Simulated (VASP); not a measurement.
# HfC (rocksalt type) (Fm-3m) in VASP: notebook

HfC (rocksalt type) is run at these levels: PBEsol; tasks: single point, relaxation of cell and atoms.

All numbers are computed with VASP 6.6.1; they aren't measurements. Logs are shortened: lines on timing, memory, paths and dates and some standing lists are left out, and cuts for length are marked.

### Step 1. The cell of the first run

Symmetry: Fm-3m, No. 225, cubic system. The conventional cell has a = 4.607 Å, b = 4.607 Å, c = 4.607 Å, α = 90.00°, β = 90.00°, γ = 90.00°. Hf (site symmetry m-3m) has 6 C at 2.30 Å within 3.0 Å. Within 3.0 Å of C (site symmetry m-3m) lie 6 Hf at 2.30 Å.

### Step 2. Single point, PBEsol

Input file INCAR:

```
ALGO = Normal
EDIFF = 1E-6
ENCUT = 520
GGA = PS
ISIF = 2
ISMEAR = -1
LASPH = T
LCHARG = F
LREAL = F
LWAVE = F
NBANDS = 14
NELM = 60
PREC = Accurate
SIGMA = 0.08
```

Input file KPOINTS:

```
k-points
0
Gamma
  16 16 16
```

Input file POSCAR:

```
HfC
1.0
    0.0000000000      2.3036649007      2.3036649007
    2.3036649007      0.0000000000      2.3036649007
    2.3036649007      2.3036649007      0.0000000000
Hf C
1 1
Direct
    0.0000000000      0.0000000000      0.0000000000
    0.5000000000      0.5000000000      0.5000000000
```

Potentials or basis: VASP PAW PBE potentials, release 64 (Hf_pv, C).

Launch:

```sh
cat potpaw_PBE.64/Hf_pv/POTCAR potpaw_PBE.64/C/POTCAR > POTCAR
mpirun -np 1 vasp_std > vasp.out
```

OUTCAR:

```text
EDIFF = 1E-6
   ENCUT = 520
   GGA = PS
   ISIF = 2
   ISMEAR = -1
   LASPH = T
   LREAL = F
   NELM = 60
   PREC = Accurate

 ion  position               nearest neighbor table
   1  0.000  0.000  0.000-   2 2.30   2 2.30   2 2.30   2 2.30   2 2.30   2 2.30
   2  0.500  0.500  0.500-   1 2.30   1 2.30   1 2.30   1 2.30   1 2.30   1 2.30

  LATTYP: Found a face centered cubic cell.
 ALAT       =     4.6073298014

  Lattice vectors:

 A1 = (   0.0000000000,   2.3036649007,   2.3036649007)
 A2 = (   2.3036649007,   0.0000000000,   2.3036649007)
 A3 = (   2.3036649007,   2.3036649007,   0.0000000000)

Analysis of symmetry for initial positions (statically):
=====================================================================
 Subroutine PRICEL returns:
 Original cell was already a primitive cell.

 Routine SETGRP: Setting up the symmetry group for a
 face centered cubic supercell.

 Subroutine GETGRP returns: Found 48 space group operations
 (whereof 48 operations were pure point group operations)
 out of a pool of 48 trial point group operations.

The static configuration has the point symmetry O_h .

Analysis of symmetry for dynamics (positions and initial velocities):
=====================================================================
 Subroutine PRICEL returns:
 Original cell was already a primitive cell.

 Routine SETGRP: Setting up the symmetry group for a
 face centered cubic supercell.

 Subroutine GETGRP returns: Found 48 space group operations
 (whereof 48 operations were pure point group operations)
 out of a pool of 48 trial point group operations.

The dynamic configuration has the point symmetry O_h .

 Subroutine INISYM returns: Found 48 space group operations
 (whereof 48 operations are pure point group operations),
 and found     1 'primitive' translations

----------------------------------------------------------------------------------------

                                     Primitive cell

  volume of cell :      24.4505

  direct lattice vectors                    reciprocal lattice vectors
     0.000000000  2.303664901  2.303664901    -0.217045457  0.217045457  0.217045457
     2.303664901  0.000000000  2.303664901     0.217045457 -0.217045457  0.217045457
     2.303664901  2.303664901  0.000000000     0.217045457  0.217045457 -0.217045457

  length of vectors
     3.257874146  3.257874146  3.257874146     0.375933758  0.375933758  0.375933758

  position of ions in fractional coordinates (direct lattice)
     0.000000000  0.000000000  0.000000000
     0.500000000  0.500000000  0.500000000

  ion indices of the primitive-cell ions
   primitive index   ion index
                 1           1
                 2           2

----------------------------------------------------------------------------------------

 KPOINTS: k-points

Automatic generation of k-mesh.
 Grid dimensions read from file:
 generate k-points for:   16   16   16

 Generating k-lattice:

  Cartesian coordinates                     Fractional coordinates (reciprocal lattice)
    -0.013565341  0.013565341  0.013565341     0.062500000  0.000000000  0.000000000
     0.013565341 -0.013565341  0.013565341     0.000000000  0.062500000  0.000000000
     0.013565341  0.013565341 -0.013565341     0.000000000  0.000000000  0.062500000

  Length of vectors
     0.023495860  0.023495860  0.023495860

  Shift w.r.t. Gamma in fractional coordinates (k-lattice)
     0.000000000  0.000000000  0.000000000

 Subroutine IBZKPT returns following result:
 ===========================================

 Found    145 irreducible k-points:

 Following reciprocal coordinates:
            Coordinates               Weight
  0.000000  0.000000  0.000000      1.000000
  0.062500  0.000000  0.000000      8.000000
  0.125000  0.000000  0.000000      8.000000
  0.187500  0.000000  0.000000      8.000000
  0.250000  0.000000  0.000000      8.000000
  0.312500  0.000000  0.000000      8.000000
[... 16 lines left out ...]
 -0.125000  0.062500  0.000000     24.000000
 -0.062500  0.062500  0.000000     12.000000
 [... further k-points ...]
   k-points           NKPTS =    145   k-points in BZ     NKDIM =    145   number of bands    NBANDS=     14
   number of dos      NEDOS =    301   number of ions     NIONS =      2
   total plane-waves  NPLWV =  13824
   dimension x,y,z NGX =    24 NGY =   24 NGZ =   24
   dimension x,y,z NGXF=    48 NGYF=   48 NGZF=   48
   ions per type =               1   1
   NGX,Y,Z   is equivalent  to a cutoff of  12.25, 12.25, 12.25 a.u.
   NGXF,Y,Z  is equivalent  to a cutoff of  24.49, 24.49, 24.49 a.u.
 SYSTEM =  unknown system
   PREC   = accura    normal or accurate (medium, high low for compatibility)
   ISTART =      0    job   : 0-new  1-cont  2-samecut
   ICHARG =      2    charge: 1-file 2-atom 10-const
   ISPIN  =      1    spin polarized calculation?
   LNONCOLLINEAR =      F non collinear calculations
   LSORBIT =      F    spin-orbit coupling
   LASPH  =      T    aspherical Exc in radial PAW
   ENCUT  =  520.0 eV  38.22 Ry    6.18 a.u.   6.06  6.06  6.06*2*pi/ulx,y,z
   NELM   =     60;   NELMIN=  2; NELMDL= -5     # of ELM steps
   EDIFF  = 0.1E-05   stopping-criterion for ELM
   LREAL  =      F    real-space projection
   EDIFFG = 0.1E-04   stopping-criterion for IOM
   NSW    =      0    number of steps for IOM
   IBRION =     -1    ionic relax: 0-MD 1-quasi-New 2-CG
   NFREE  =      0    steps in history (QN), initial steepest desc. (CG)
   ISIF   =      2    stress and relaxation
   ISYM   =      2    0-nonsym 1-usesym 2-fastsym
   POTIM  = 0.5000    time-step for ionic-motion
   TEBEG  =    0.0;   TEEND  =   0.0 temperature during run
   PSTRESS=    0.0 pullay stress
   NELECT =      14.0000    total number of electrons
   NUPDOWN=      -1.0000    fix difference up-down
   EMIN   =  10.00;   EMAX   =-10.00  energy-range for DOS
   EFERMI =   0.00;   METHOD = LEGACY
   ISMEAR =    -1;   SIGMA  =   0.08  broadening in eV -4-tet -1-fermi 0-gaus
   EFERMI_NEDOS =   21; number of points for ismear=-14 and -15
   IALGO  =     38    algorithm
   IMIX   =      4    mixing-type and parameters
     AMIX     =   0.40;   BMIX     =  1.00
     AMIX_MAG =   1.60;   BMIX_MAG =  1.00
  volume/ion in A,a.u.               =      12.23        82.50
  Fermi-wavevector in a.u.,A,eV,Ry     =   1.359424  2.568939 25.144017  1.848033
  Thomas-Fermi vector in A             =   2.486173
   LORBIT       =      0    0 simple, 1 ext, 2 COOP (PROOUT), +10 PAW based schemes
   GGA     = PS    functional components
   LHFCALC =     F    Hartree Fock is set to
   AEXX    =    0.0000 exact exchange contribution
   IVDW    =     0    specifies the selected vdW correction
   LEPSILON=     F    determine dielectric tensor
   LRPA    =     F    only Hartree local field effects (RPA)
 non-spin polarized calculation
  energy-cutoff  :      520.00
  volume of cell :       24.45
 maximum number of plane-waves:       684
   NGX = 13   NGY = 13   NGZ = 13

 number of electron      14.0000002 magnetization

 Free energy of the ion-electron system (eV)
  ---------------------------------------------------
  ext. energy  EPLUGINS =         0.00000000
  ---------------------------------------------------
  free energy    TOTEN  =       -22.19844494 eV

  energy without entropy =      -22.19187397  energy(sigma->0) =      -22.19515945

 E-fermi :   6.0035     XC(G=0): -12.5572

 val. band max:        5.9952240282   @ k =   0.4375   0.3750   0.0000
 cond. band min:       6.0077720342   @ k =   0.1250   0.0625   0.0000
 fundamental gap:      0.0125480061
 Fermi energy:         6.0034861143

 k-point     1 :       0.0000    0.0000    0.0000
  band No.  band energies     occupation
      1     -23.3463      2.00000
      2     -23.3463      2.00000
      3     -23.3463      2.00000
      4      -6.4092      2.00000
      5       7.0619      0.00000
      6       7.0619      0.00000
      7       7.0619      0.00000
      8       7.3716      0.00000
      9       7.3716      0.00000
     10       7.3716      0.00000
     11       9.4692      0.00000
     12       9.4692      0.00000
     13      13.1814      0.00000
     14      17.0457      0.00000

 k-point     2 :       0.0625    0.0000    0.0000
  band No.  band energies     occupation
      1     -23.3775      2.00000
      2     -23.3492      2.00000
      3     -23.3492      2.00000
      4      -6.3052      2.00000
      5       6.2707      0.06847
      6       6.5181      0.00321
      7       6.5181      0.00321
      8       7.6084      0.00000
      9       7.6084      0.00000
     10       7.9136      0.00000
     11       9.9882      0.00000
     12       9.9882      0.00000
     13      13.4048      0.00000
     14      17.3363      0.00000

 k-point     3 :       0.1250    0.0000    0.0000
  band No.  band energies     occupation
      1     -23.4652      2.00000
      2     -23.3576      2.00000
      3     -23.3576      2.00000
      4      -6.0022      2.00000
      5       5.1909      1.99992
      6       5.6902      1.96096
      7       5.6902      1.96096
      8       7.9551      0.00000
      9       7.9551      0.00000
     10       8.3520      0.00000
     11      11.0956      0.00000
     12      11.0956      0.00000
     13      13.9865      0.00000
     14      18.1454      0.00000
[... 324 lines left out ...]
 k-point    23 :      -0.1250    0.0625    0.0000
  band No.  band energies     occupation
      1     -23.5160      2.00000
      2     -23.3861      2.00000
      3     -23.3538      2.00000
      4      -5.7789      2.00000
      5       4.6185      2.00000
      6       5.1472      1.99996
      7       5.3993      1.99895
      8       7.8341      0.00000
      9       8.5294      0.00000
     10       8.8055      0.00000
     11      10.8749      0.00000
     12      12.2787      0.00000
     13      14.4446      0.00000
     14      18.7137      0.00000

 k-point    24 :      -0.0625    0.0625    0.0000
  band No.  band energies     occupation
      1     -23.4205      2.00000
      2     -23.3665      2.00000
      3     -23.3483      2.00000
      4      -6.1362      2.00000
      5       5.6245      1.98263
      6       5.9281      1.43891
      7       6.0279      0.84889
      8       7.5383      0.00000
      9       8.2354      0.00000
     10       8.2461      0.00000
     11      10.0922      0.00000
     12      11.0191      0.00000
     13      13.7722      0.00000
     14      17.7978      0.00000

 [... further k-points ...]
[... 5 lines left out ...]
  --------------------------------------------------------------------------------------
  -------------------------------------------------------------------------------------
  Total       -0.0564693     -0.0564693     -0.0564693     -0.0000000      0.0000000      0.0000000
  in kB       -3.7002821     -3.7002821     -3.7002821     -0.0000000      0.0000000      0.0000000
  external PRESSURE =      -3.7002821 kB  Pullay stress =       0.0000000 kB

 VOLUME and BASIS-vectors are now :
 -----------------------------------------------------------------------------
  energy-cutoff  :      520.00
  volume of cell :       24.45
      direct lattice vectors                 reciprocal lattice vectors
     0.000000000  2.303664901  2.303664901    -0.217045457  0.217045457  0.217045457
     2.303664901  0.000000000  2.303664901     0.217045457 -0.217045457  0.217045457
     2.303664901  2.303664901  0.000000000     0.217045457  0.217045457 -0.217045457

 POSITION                                       TOTAL-FORCE (eV/Angst)
 -----------------------------------------------------------------------------------
      0.00000      0.00000      0.00000         0.000000      0.000000     -0.000000
      2.30366      2.30366      2.30366        -0.000000     -0.000000      0.000000
 -----------------------------------------------------------------------------------
    total drift:                                0.000000     -0.000000     -0.000000

  FREE ENERGIE OF THE ION-ELECTRON SYSTEM (eV)
  ---------------------------------------------------
  free  energy   TOTEN  =       -22.1984449388 eV

  energy  without entropy=      -22.1918739675  energy(sigma->0) =      -22.19515945
```

It took 18 s on 1 thread of Intel Xeon 6975P-C, shared host; peak memory 0.18 GiB.

Results:

```
Free energy            : -22.1984 eV
Pressure               : -0.4 GPa
Band gap on the k mesh : zero (band 7 reaches 7.06 eV, above the bottom of band 8 at 5.60 eV)
```

Levels at points of the mesh, in eV from the Fermi level:
```tsv
k point	band 4	band 5	band 6	band 7	band 8	band 9	band 10	band 11
(0.00, 0.00, 0.00)	-12.41	1.06	1.06	1.06	1.37	1.37	1.37	3.47
(0.50, 0.00, 0.00)	-8.44	-6.28	-3.07	-3.07	5.47	5.47	5.96	6.67
(0.50, 0.50, 0.00)	-10.47	-2.54	-1.91	-0.03	-0.03	5.48	6.96	6.96
```

Caveat: the PAW data sets were made with another functional, which shifts forces and pressure a little; spin-orbit coupling is left out, which moves the levels of the heavy elements.

### Step 3. Relaxation of cell and atoms, PBEsol

This run uses another cell than the first one, of 12.57 Å³/atom, 1.028 times its volume.

Input file INCAR:

```
SYSTEM = HfC
ALGO     = Normal         ! electronic algorithm
EDIFF    = 1E-6           ! SCF threshold, eV
EDIFFG   = -0.005         ! ionic threshold
ENCUT    = 600            ! plane-wave cutoff, eV
GGA      = PS             ! functional
IBRION   = 2              ! ionic algorithm
ISIF     = 3              ! what is computed and relaxed
ISMEAR   = -1             ! smearing method
LASPH    = .TRUE.         ! aspherical terms in the spheres
LCHARG   = .FALSE.        ! write CHGCAR
LREAL    = .FALSE.        ! projectors in reciprocal space
LWAVE    = .FALSE.        ! write WAVECAR
NELM     = 60             ! most SCF steps
NSW      = 60             ! ionic steps
PREC     = Accurate       ! precision mode
SIGMA    = 0.08           ! smearing width, eV
```

Input file KPOINTS:

```
k-points
0
G
  16 16 16
  0 0 0
```

Input file POSCAR:

```
HfC
1.0
    0.0000000000      2.3250000000      2.3250000000
    2.3250000000      0.0000000000      2.3250000000
    2.3250000000      2.3250000000      0.0000000000
Hf C
1 1
Direct
    0.0000000000      0.0000000000      0.0000000000
    0.5000000000      0.5000000000      0.5000000000
```

Potentials or basis: VASP PAW PBE potentials, release 64 (Hf_pv, C).

Launch:

```sh
cat potpaw_PBE.64/Hf_pv/POTCAR potpaw_PBE.64/C/POTCAR > POTCAR
mpirun -np 1 vasp_std > vasp.out
```

It took 84 s on 1 thread of Intel Xeon 6975P-C, shared host; peak memory 0.21 GiB.

It converged, with:

```yaml
Free_energy: -22.2000 eV
Relaxed_volume: 12.20 Å³/atom
Relaxed_cell: a = 3.256 Å, b = 3.256 Å, c = 3.256 Å, α = 60.00°, β = 60.00°, γ = 60.00°
Space_group_after_relaxing_to_0.05_Å: Fm-3m (No. 225)
Energy_gained_by_relaxing: 8.2 meV/atom
Ionic_steps: 4
Pressure_after_relaxing: 0.1 GPa
Band_gap_on_the_k_mesh: zero (band 7 reaches 7.08 eV, above the bottom of band 8 at 5.61 eV)
```

The path:
```tsv
step	energy change (eV)	largest force (eV/Å)	pressure (GPa)	volume (Å³)
1	0.0000	0.0000	-7.06	25.14
2	0.0374	0.0000	14.62	23.17
3	-0.0165	0.0000	-0.18	24.42
4	-0.0165	0.0000	0.06	24.40
```

Final structure:
```yaml
crystal:
  lattice:
    - [0.00000, 2.30214, 2.30214]
    - [2.30214, 0.00000, 2.30214]
    - [2.30214, 2.30214, 0.00000]
  atoms:
    - { symbol: Hf, position: [0.00000, 0.00000, 0.00000] }
    - { symbol: C, position: [0.50000, 0.50000, 0.50000] }
```

Levels at points of the mesh, in eV from the Fermi level:
```csv
k point,band 4,band 5,band 6,band 7,band 8,band 9,band 10,band 11
"(0.00, 0.00, 0.00)",-12.42,1.06,1.06,1.06,1.37,1.37,1.37,3.47
"(0.50, 0.00, 0.00)",-8.44,-6.29,-3.08,-3.08,5.48,5.48,5.97,6.68
"(0.50, 0.50, 0.00)",-10.48,-2.54,-1.91,-0.03,-0.03,5.49,6.98,6.98
```

Caveat: the PAW data sets were made with another functional, which shifts forces and pressure a little; spin-orbit coupling is left out, which moves the levels of the heavy elements.
